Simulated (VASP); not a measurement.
LaAl5Cl:

```
La Al Cl
1.0
     4.35813    0.00000    0.00000
     0.00000    4.35813    0.00000
     0.00000    0.00000    7.06582
La Al Cl
1 5 1
Direct
  0.00000 0.00000 0.00000
  0.00000 0.50000 0.30642
  0.00000 0.50000 0.69358
  0.50000 0.00000 0.30642
  0.50000 0.00000 0.69358
  0.50000 0.50000 0.00000
  0.00000 0.00000 0.50000
```

The cell was built from a structure type or drawn by symmetry, and may not be a known phase.

| Quantity | Value |
| --- | --- |
| Program | VASP 6.6.1 |
| Task | relaxation of cell and atoms |
| Functional | PBE |
| Potentials or basis | VASP PAW PBE potentials, release 64 (La, Al, Cl) |
| Cutoff | 600 eV |
| k mesh | 4 × 4 × 4 |
| Occupations | gaussian, width 0.1 eV |
| Spin | no spin polarisation |

At the start: pressure 10.3 GPa; volume 19.17 Å³/atom.

**Question.** How do energy, volume and symmetry change on relaxing?

**Answer.** Over 10 steps the energy falls by 164.3 meV/atom and the volume is 23.01 Å³/atom (+20.0 %); space group P4/mmm (No. 123, to 0.1 Å) before and after.

The path:
| step | energy change (eV) | largest force (eV/Å) | pressure (GPa) | volume (Å³) |
| --- | --- | --- | --- | --- |
| 1 | 0.0000 | 0.2791 | 10.35 | 134.20 |
| 2 | -0.8102 | 0.1809 | -0.30 | 159.66 |
| 3 | -0.8119 | 0.1752 | -0.74 | 161.38 |
| 4 | -0.9259 | 0.1601 | -0.65 | 161.09 |
| 5 | -1.0293 | 0.1448 | -0.32 | 160.48 |
| 6 | -1.1410 | 0.1102 | 0.66 | 158.41 |
| 7 | -1.1361 | 0.1566 | 0.98 | 157.79 |
| 8 | -1.1414 | 0.1204 | 0.77 | 158.19 |
| 9 | -1.1470 | 0.0072 | -0.50 | 162.81 |
| 10 | -1.1499 | 0.0367 | -0.04 | 161.06 |

Final structure:
```
La Al Cl
1.0
     5.02380    0.00000    0.00000
     0.00000    5.02380    0.00000
     0.00000    0.00000    6.38145
La Al Cl
1 5 1
Direct
  0.00000 0.00000 0.00000
  0.00000 0.50000 0.29577
  0.00000 0.50000 0.70423
  0.50000 0.00000 0.29577
  0.50000 0.00000 0.70423
  0.50000 0.50000 0.00000
  0.00000 0.00000 0.50000
```

Caveat: the k points lie up to 0.31 Å⁻¹ apart in the final cell, too coarse for converged energies and pressures of a metal; the volume moved by over 15 % at a fixed basis, so the end points are rough; an odd number of electrons without spin polarisation forces a metal; a magnetic or distorted state may lie lower.
